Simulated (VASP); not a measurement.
Here is a VASP 6.6.1 calculation.

INCAR

```
  PREC = Accurate
  ENCUT = 520
  EDIFF = 1E-7
  ISMEAR = -1
  SIGMA = 0.36
  LREAL = False
  LASPH = True
  NELM = 100
  ALGO = Normal
  ISIF = 2
  LWAVE = False
  LCHARG = False
  GGA = PE
  NBANDS = 60
```

File KPOINTS:

```
Automatic mesh
0
Gamma
  3 3 3
```

File POSCAR:

```
TiO2
1.0
    5.0991870000      0.1343270000      0.0901170000
    0.1419380000      5.0375750000     -0.0081600000
   -0.6949760000     -0.0286100000      4.8570370000
Ti O
4 8
Direct
    0.0804340319      0.1390639717      0.3233012819
    0.5928012393      0.6311623454      0.4109354768
    0.6095319518      1.0489430855      0.8705369518
    0.2049023960      0.5108182453      0.8182155268
    0.0309733940      0.4525751999      0.4278949871
    0.7804108072      0.9419295177      0.2226785310
    0.8105586737      0.7493031318      0.7113121019
   -0.0246928502      0.2630345677      0.9206377484
    0.3477227199      0.9052478490      0.5509431149
    0.4620865920      0.2765889776      0.1226293126
    0.4867392700      0.3607423841      0.6238742211
    0.3614202166      0.7854679566      1.0416719726
```

Potentials or basis: VASP PAW PBE potentials, release 64 (Ti_sv, O).

Launch:

```bash
$ cat potpaw_PBE.64/Ti_sv/POTCAR potpaw_PBE.64/O/POTCAR > POTCAR
$ mpirun -np 1 vasp_std > vasp.out
```

Task: Estimate the pressure.

Result: 3.1 GPa.

Task: What does it give for the largest force?

Result: 5.596 eV/Å.

Task: Predict the band gap on the k mesh.

Result: 2.16 eV, direct.

Stress tensor (GPa, compression positive):
```
-3.05 -5.24 -3.62
-5.24  5.81  3.65
-3.62  3.65  6.39
```

Caveat: the k points lie up to 0.43 Å⁻¹ apart; forces of over 1 eV/Å act on the atoms, so gaps and moduli don't describe the material at rest. A hybrid or GW would open this gap; PBE tends to underestimate it.
